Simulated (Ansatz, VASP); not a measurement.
LiCl: VASP beside Ansatz

```
Li Cl
1.0
     0.00000    2.84236    2.84236
     2.84236    0.00000    2.84236
     2.84236    2.84236    0.00000
Li Cl
1 1
Direct
  0.00000 0.00000 0.00000
  0.25000 0.25000 0.25000
```

Change from the starting cell: hydrostatic strain +4.0%.

Alike in both runs: task single point; functional PBE; k mesh 8 × 8 × 8; occupations fermi-dirac, width 0.02 eV; no spin polarisation.

|  | VASP | Ansatz |
| --- | --- | --- |
| version | VASP 6.6.1 | Ansatz 0.2.0 |
| potentials or method | VASP PAW PBE potentials, release 64 (Li_sv, Cl) | plane waves, PAW |
| plane-wave cutoff (eV) | 520 | 420 |
| valence electrons in the cell | 10 | 10 |

```csv
,VASP,Ansatz,Ansatz less VASP
gap on the k mesh at the Fermi level (eV),5.67,5.66,-0.006
```

Noted on VASP's run: the cutoff is short for stress, so the pressure is rough.
